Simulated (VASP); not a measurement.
Nb16H (a cell with a defect), 17 atoms in the cell. The cell holds a defect, 17 atoms: a = 6.600 Å, b = 6.600 Å, c = 6.600 Å, α = 90.00°, β = 90.00°, γ = 90.00°. 

| Quantity | Value |
| --- | --- |
| Program | VASP 6.6.1 |
| Task | single point |
| Functional | PBE |
| Dispersion | D3(BJ) |
| Potentials or basis | VASP PAW PBE potentials, release 64 (Nb_sv, H) |
| Cutoff | 520 eV |
| k mesh | 3 × 3 × 3 |
| Occupations | fermi-dirac, width 0.15 eV |
| Spin | no spin polarisation |
| Dipole correction | no |
| Further INCAR settings | LREAL = Auto; ALGO = Normal; EDIFF = 1e-06; NBANDS = 118 |

Potentials or basis: VASP PAW PBE potentials, release 64 (Nb_sv, H).

Run with:

```bash
$ cat potpaw_PBE.64/Nb_sv/POTCAR potpaw_PBE.64/H/POTCAR > POTCAR
$ mpirun -np 1 vasp_std > vasp.out
```

Hardware: 1 thread of Intel(R) Xeon(R) Platinum 8259CL CPU @ 2.50GHz (Skylake/Cascade Lake) (shared host).

Task: How long does it take, and how much memory?

Result: It took 28 min on 1 thread of Intel(R) Xeon(R) Platinum 8259CL CPU @ 2.50GHz (Skylake/Cascade Lake) (shared host), peak memory 0.53 GiB. Counts: scf iterations 18, k points 14.
